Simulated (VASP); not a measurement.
# Si (I4/mmm) in VASP: further runs

The runs below take Si through single point, with r2SCAN.

All numbers are computed with VASP 6.6.1; they aren't measurements. Logs are shortened: lines on timing, memory, paths and dates and some standing lists are left out, and cuts for length are marked.

## 1. The cell of the first run

It takes space group I4/mmm (No. 139, tetragonal). Conventional cell: a = 7.183 Å, b = 7.183 Å, c = 3.691 Å, α = 90.00°, β = 90.00°, γ = 90.00°. Within 3.1 Å of Si (site symmetry m2m) lie 4 Si at 2.34 to 2.57 Å.

## 2. Single point, r2SCAN (strain +0.080 along x and y, -0.040 along z)

Input file POSCAR:

```
Si
1.0
   -3.5914798332      3.5914798332      1.8454902336
    3.5914798332     -3.5914798332      1.8454902336
    3.5914798332      3.5914798332     -1.8454902336
Si
4
Direct
    0.1788010600      0.1788010600      0.3576021200
    0.8211989400      0.8211989400      0.6423978800
    0.1788010600      0.8211989400      0.0000000000
    0.8211989400      0.1788010600      0.0000000000
```

Input file INCAR.step1:

```
SYSTEM = Si
PREC = Accurate
ENCUT = 520
ISMEAR = 0
SIGMA = 0.03
LREAL = .False.
LASPH = .True.
NELM = 60
NBANDS = 16
GGA = PE
ALGO = Normal
EDIFF = 1E-4
LWAVE = .True.
LCHARG = .False.
```

Input file INCAR.step2:

```
SYSTEM = Si
PREC = Accurate
ENCUT = 520
EDIFF = 1E-6
ISMEAR = 0
SIGMA = 0.03
LREAL = .False.
LASPH = .True.
NELM = 60
ALGO = Normal
ISIF = 2
LWAVE = .False.
LCHARG = .False.
METAGGA = R2SCAN
LMIXTAU = .True.
NBANDS = 16
ISTART = 1
```

Input file KPOINTS:

```
regular mesh
0
Gamma
  10 10 10
  0 0 0
```

Potentials or basis: VASP PAW PBE potentials, release 64 (Si).

Started as:

```bash
cat potpaw_PBE.64/Si/POTCAR > POTCAR
cp INCAR.step1 INCAR
mpirun -np 1 vasp_std > vasp.out
cp INCAR.step2 INCAR
mpirun -np 1 vasp_std > vasp.out
```

OUTCAR:

```text
SYSTEM = Si
   PREC = Accurate
   ENCUT = 520
   EDIFF = 1E-6
   ISMEAR = 0
   LREAL = .False.
   LASPH = .True.
   NELM = 60
   ISIF = 2
   METAGGA = R2SCAN
   ISTART = 1

 ion  position               nearest neighbor table
   1  0.179  0.179  0.358-   2 2.34   2 2.34   3 2.57   4 2.57
   2  0.821  0.821  0.642-   1 2.34   1 2.34   4 2.57   3 2.57
   3  0.179  0.821  0.000-   4 2.34   4 2.34   2 2.57   1 2.57
   4  0.821  0.179  0.000-   3 2.34   3 2.34   2 2.57   1 2.57

  LATTYP: Found a body centered tetragonal cell.
 ALAT       =     7.1829596664
 C/A-ratio  =     0.5138523170

  Lattice vectors:

 A1 = (  -3.5914798332,   3.5914798332,   1.8454902336)
 A2 = (   3.5914798332,  -3.5914798332,   1.8454902336)
 A3 = (   3.5914798332,   3.5914798332,  -1.8454902336)

Analysis of symmetry for initial positions (statically):
=====================================================================
 Subroutine PRICEL returns:
 Original cell was already a primitive cell.

 Routine SETGRP: Setting up the symmetry group for a
 body centered tetragonal supercell.

 Subroutine GETGRP returns: Found 16 space group operations
 (whereof 16 operations were pure point group operations)
 out of a pool of 16 trial point group operations.

The static configuration has the point symmetry D_4h.

Analysis of symmetry for dynamics (positions and initial velocities):
=====================================================================
 Subroutine PRICEL returns:
 Original cell was already a primitive cell.

 Routine SETGRP: Setting up the symmetry group for a
 body centered tetragonal supercell.

 Subroutine GETGRP returns: Found 16 space group operations
 (whereof 16 operations were pure point group operations)
 out of a pool of 16 trial point group operations.

The dynamic configuration has the point symmetry D_4h.

 Subroutine INISYM returns: Found 16 space group operations
 (whereof 16 operations are pure point group operations),
 and found     1 'primitive' translations

----------------------------------------------------------------------------------------

                                     Primitive cell

  volume of cell :      95.2179

  direct lattice vectors                    reciprocal lattice vectors
    -3.591479833  3.591479833  1.845490234     0.000000000  0.139218379  0.270930721
     3.591479833 -3.591479833  1.845490234     0.139218379  0.000000000  0.270930721
[... 87 lines left out ...]
   ENCUT  =  520.0 eV  38.22 Ry    6.18 a.u.  10.05 10.05 10.05*2*pi/ulx,y,z
   NELM   =     60;   NELMIN=  2; NELMDL=  0     # of ELM steps
   EDIFF  = 0.1E-05   stopping-criterion for ELM
   LREAL  =      F    real-space projection
   EDIFFG = 0.1E-04   stopping-criterion for IOM
   NSW    =      0    number of steps for IOM
   IBRION =     -1    ionic relax: 0-MD 1-quasi-New 2-CG
   NFREE  =      0    steps in history (QN), initial steepest desc. (CG)
   ISIF   =      2    stress and relaxation
   ISYM   =      2    0-nonsym 1-usesym 2-fastsym
   POTIM  = 0.5000    time-step for ionic-motion
   TEBEG  =    0.0;   TEEND  =   0.0 temperature during run
   PSTRESS=    0.0 pullay stress
   NELECT =      16.0000    total number of electrons
   NUPDOWN=      -1.0000    fix difference up-down
   EMIN   =  10.00;   EMAX   =-10.00  energy-range for DOS
   EFERMI =   0.00;   METHOD = LEGACY
   ISMEAR =     0;   SIGMA  =   0.03  broadening in eV -4-tet -1-fermi 0-gaus
   EFERMI_NEDOS =   21; number of points for ismear=-14 and -15
   IALGO  =     38    algorithm
   IMIX   =      4    mixing-type and parameters
     AMIX     =   0.40;   BMIX     =  1.00
     AMIX_MAG =   1.60;   BMIX_MAG =  1.00
  volume/ion in A,a.u.               =      23.80       160.64
  Fermi-wavevector in a.u.,A,eV,Ry     =   0.903390  1.707160 11.103899  0.816114
  Thomas-Fermi vector in A             =   2.026710
   LORBIT       =      0    0 simple, 1 ext, 2 COOP (PROOUT), +10 PAW based schemes
   METAGGA = R2SCAN    functional components
   LHFCALC =     F    Hartree Fock is set to
   AEXX    =    0.0000 exact exchange contribution
   IVDW    =     0    specifies the selected vdW correction
   LEPSILON=     F    determine dielectric tensor
   LRPA    =     F    only Hartree local field effects (RPA)
 non-spin polarized calculation
 Gauss-broadening in eV      SIGMA  =   0.03
  energy-cutoff  :      520.00
  volume of cell :       95.22
 maximum number of plane-waves:      2579
   NGX = 21   NGY = 21   NGZ = 21

 number of electron      16.0000000 magnetization

 Free energy of the ion-electron system (eV)
  ---------------------------------------------------
  ext. energy  EPLUGINS =         0.00000000
  ---------------------------------------------------
  free energy    TOTEN  =       -33.96869769 eV

  energy without entropy =      -33.96869768  energy(sigma->0) =      -33.96869769

 E-fermi :   4.4644     XC(G=0):  -9.0889

 val. band max:        4.3765084411   @ k =   0.5000   0.5000   0.5000
 cond. band min:       4.5619081112   @ k =   0.3000   0.2000   0.2000
 fundamental gap:      0.1853996702
 Fermi energy:         4.4643868959

 k-point     1 :       0.0000    0.0000    0.0000
  band No.  band energies     occupation
      1      -7.5789      2.00000
      2      -4.3955      2.00000
      3      -1.2745      2.00000
      4      -1.2745      2.00000
      5       0.7927      2.00000
      6       3.4539      2.00000
[... 433 lines left out ...]
      3      -2.5844      2.00000
      4      -0.6143      2.00000
      5       0.2844      2.00000
      6       1.5446      2.00000
[... 8 lines left out ...]
     15      10.7198      0.00000
     16      11.7305      0.00000

 [... further k-points ...]
[... 5 lines left out ...]
  --------------------------------------------------------------------------------------
  -------------------------------------------------------------------------------------
  Total       -7.3475098     -7.3475098      2.6362269      0.0000000      0.0000000     -0.0000000
  in kB     -123.6323573   -123.6323573     44.3582866      0.0000000      0.0000000     -0.0000000
  external PRESSURE =     -67.6354760 kB  Pullay stress =       0.0000000 kB

 VOLUME and BASIS-vectors are now :
 -----------------------------------------------------------------------------
  energy-cutoff  :      520.00
  volume of cell :       95.22
      direct lattice vectors                 reciprocal lattice vectors
    -3.591479833  3.591479833  1.845490234     0.000000000  0.139218379  0.270930721
     3.591479833 -3.591479833  1.845490234     0.139218379  0.000000000  0.270930721
     3.591479833  3.591479833 -1.845490234     0.139218379  0.139218379  0.000000000

 POSITION                                       TOTAL-FORCE (eV/Angst)
 -----------------------------------------------------------------------------------
      1.28432      1.28432     -0.00000        -0.551564     -0.551564      0.000000
      2.30716      2.30716      1.84549         0.551564      0.551564     -0.000000
      2.30716     -2.30716      1.84549         0.551564     -0.551564      0.000000
     -2.30716      2.30716      1.84549        -0.551564      0.551564      0.000000
 -----------------------------------------------------------------------------------
    total drift:                               -0.000000     -0.000000      0.000000

  FREE ENERGIE OF THE ION-ELECTRON SYSTEM (eV)
  ---------------------------------------------------
  free  energy   TOTEN  =       -33.9686976913 eV

  energy  without entropy=      -33.9686976846  energy(sigma->0) =      -33.96869769
```

Wall time 6.5 min (1 thread of Intel Xeon Platinum 8375C at 2.90GHz (Ice Lake), shared host); peak memory 0.31 GiB.

Results:

| Item | Value |
| --- | --- |
| Free energy | -33.9687 eV |
| Pressure | -6.8 GPa |
| Largest force | 0.780 eV/Å |
| Band gap on the k mesh | 0.19 eV (least direct gap 1.28 eV) |

Forces in eV/Å, atoms in the order of the input:
```
Si  -0.552 -0.552  0.000
Si   0.552  0.552  0.000
Si   0.552 -0.552  0.000
Si  -0.552  0.552  0.000
```

Stress tensor (GPa, compression positive):
```
-12.36   0.00   0.00
  0.00 -12.36   0.00
  0.00   0.00   4.44
```

Caveat: the cell differs from its parent crystal (strain +0.080 along x and y, -0.040 along z); the cell stands under tension; the PAW data sets were made with another functional, which shifts forces and pressure a little. A k mesh can miss the band edges.

## 3. Single point, r2SCAN (strain +0.040 along x and y, +0.040 along z)

Input file POSCAR:

```
Si
1.0
   -3.4584620616      3.4584620616      1.9992810864
    3.4584620616     -3.4584620616      1.9992810864
    3.4584620616      3.4584620616     -1.9992810864
Si
4
Direct
    0.1788010600      0.1788010600      0.3576021200
    0.8211989400      0.8211989400      0.6423978800
    0.1788010600      0.8211989400      0.0000000000
    0.8211989400      0.1788010600      0.0000000000
```

Input file INCAR.step1:

```
PREC     = Accurate       # precision mode
ENCUT    = 520            # plane-wave cutoff, eV
ISMEAR   = 0              # smearing method
SIGMA    = 0.03           # smearing width, eV
LREAL    = False          # projectors in reciprocal space
LASPH    = True           # aspherical terms in the spheres
NELM     = 100            # most SCF steps
NBANDS   = 16             # bands
GGA      = PE             # functional
ALGO     = Normal         # electronic algorithm
EDIFF    = 1E-4           # SCF threshold, eV
LWAVE    = True           # write WAVECAR
LCHARG   = False          # write CHGCAR
```

Input file INCAR.step2:

```
PREC     = Accurate       # precision mode
ENCUT    = 520            # plane-wave cutoff, eV
EDIFF    = 1E-7           # SCF threshold, eV
ISMEAR   = 0              # smearing method
SIGMA    = 0.03           # smearing width, eV
LREAL    = False          # projectors in reciprocal space
LASPH    = True           # aspherical terms in the spheres
NELM     = 100            # most SCF steps
ALGO     = Normal         # electronic algorithm
ISIF     = 2              # what is computed and relaxed
LWAVE    = False          # write WAVECAR
LCHARG   = False          # write CHGCAR
METAGGA  = R2SCAN         # meta-GGA
LMIXTAU  = True         
NBANDS   = 16             # bands
ISTART   = 1
```

Input file KPOINTS:

```
Automatic mesh
0
Gamma
  10 10 10
```

Potentials or basis: VASP PAW PBE potentials, release 64 (Si).

Started as:

```bash
cat potpaw_PBE.64/Si/POTCAR > POTCAR
cp INCAR.step1 INCAR
mpirun -np 1 vasp_std > vasp.out
cp INCAR.step2 INCAR
mpirun -np 1 vasp_std > vasp.out
```

It took 7.2 min on 1 thread of Intel Xeon Platinum 8375C at 2.90GHz (Ice Lake), shared host; peak memory 0.31 GiB.

The run converged. Its results:

```yaml
Free_energy: -34.3216 eV
Pressure: -8.3 GPa
Largest_force: 0.146 eV/Å
Band_gap_on_the_k_mesh: 0.63 eV (least direct gap 0.67 eV)
```

Forces on the atoms (eV/Å):
```
Si  -0.103 -0.103  0.000
Si   0.103  0.103  0.000
Si   0.103 -0.103  0.000
Si  -0.103  0.103  0.000
```

Stress tensor (GPa, compression positive):
```
-8.09  0.00  0.00
 0.00 -8.09  0.00
 0.00  0.00 -8.64
```

Levels at points of the mesh, in eV from the valence-band top:
| k point | band 5 | band 6 | band 7 | band 8 | band 9 | band 10 | band 11 | band 12 |
| --- | --- | --- | --- | --- | --- | --- | --- | --- |
| (0.00, 0.00, 0.00) | -3.45 | -1.43 | -1.43 | -0.48 | 1.58 | 1.58 | 1.72 | 2.53 |
| (0.50, 0.00, 0.00) | -4.04 | -3.19 | -2.19 | -1.36 | 1.20 | 2.50 | 3.36 | 3.82 |
| (0.50, 0.50, 0.00) | -2.60 | -1.88 | -1.69 | -1.54 | 1.75 | 2.13 | 2.15 | 4.11 |
| (0.50, 0.50, 0.50) | -2.78 | -0.24 | 0.00 | 0.00 | 0.67 | 2.40 | 3.54 | 4.20 |

Caveat: the cell differs from its parent crystal (strain +0.040 along x and y, +0.040 along z); the cell stands under tension; the PAW data sets were made with another functional, which shifts forces and pressure a little. A k mesh can miss the band edges.

## 4. Single point, r2SCAN (strain +0.080 along x and y, +0.000 along z)

Input file POSCAR:

```
Si
1.0
   -3.5914798332      3.5914798332      1.9223856600
    3.5914798332     -3.5914798332      1.9223856600
    3.5914798332      3.5914798332     -1.9223856600
Si
4
Direct
    0.1788010600      0.1788010600      0.3576021200
    0.8211989400      0.8211989400      0.6423978800
    0.1788010600      0.8211989400      0.0000000000
    0.8211989400      0.1788010600      0.0000000000
```

Input file INCAR.step1:

```
SYSTEM = Si
ALGO = Normal
EDIFF = 1E-4
ENCUT = 520
GGA = PE
ISMEAR = 0
LASPH = .True.
LCHARG = .False.
LREAL = .False.
LWAVE = .True.
NBANDS = 16
NELM = 60
PREC = Accurate
SIGMA = 0.03
```

Input file INCAR.step2:

```
SYSTEM = Si
ALGO = Normal
EDIFF = 1E-6
ENCUT = 520
ISIF = 2
ISMEAR = 0
ISTART = 1
LASPH = .True.
LCHARG = .True.
LELF = .True.
LMIXTAU = .True.
LREAL = .False.
LVHAR = .True.
LWAVE = .False.
METAGGA = R2SCAN
NBANDS = 16
NELM = 60
PREC = Accurate
SIGMA = 0.03
```

Input file KPOINTS:

```
k-points
0
Gamma
  10 10 10
  0 0 0
```

Started as:

```bash
cat potpaw_PBE.64/Si/POTCAR > POTCAR
cp INCAR.step1 INCAR
mpirun -np 1 vasp_std > vasp.out
cp INCAR.step2 INCAR
mpirun -np 1 vasp_std > vasp.out
```

It took 6.8 min on 1 thread of Intel Xeon Platinum 8375C at 2.90GHz (Ice Lake), shared host; peak memory 0.31 GiB.

Results (log left out):

```
Free energy            : -33.9810 eV
Pressure               : -9.4 GPa
Largest force          : 0.505 eV/Å
Band gap on the k mesh : 0.46 eV (least direct gap 1.48 eV)
```

Forces in eV/Å, atoms in the order of the input:
```
Si  -0.357 -0.357  0.000
Si   0.357  0.357  0.000
Si   0.357 -0.357  0.000
Si  -0.357  0.357  0.000
```

Stress tensor (GPa, compression positive):
```
-12.57   0.00   0.00
  0.00 -12.57   0.00
  0.00   0.00  -3.11
```

Levels at points of the mesh, in eV from the valence-band top:
```tsv
k point	band 5	band 6	band 7	band 8	band 9	band 10	band 11	band 12
(0.00, 0.00, 0.00)	-3.23	-0.97	-0.97	-0.24	1.24	1.24	2.44	2.99
(0.50, 0.00, 0.00)	-3.85	-3.00	-1.89	-1.46	1.21	2.16	3.28	3.79
(0.50, 0.50, 0.00)	-2.51	-1.86	-1.30	-1.04	2.03	2.44	2.80	3.70
(0.50, 0.50, 0.50)	-2.07	-0.07	-0.07	0.00	1.54	1.88	2.85	4.18
```

Caveat: the cell differs from its parent crystal (strain +0.080 along x and y, +0.000 along z); the cell stands under tension; the PAW data sets were made with another functional, which shifts forces and pressure a little. A k mesh can miss the band edges.

(Part 1 of 2 ends here.)
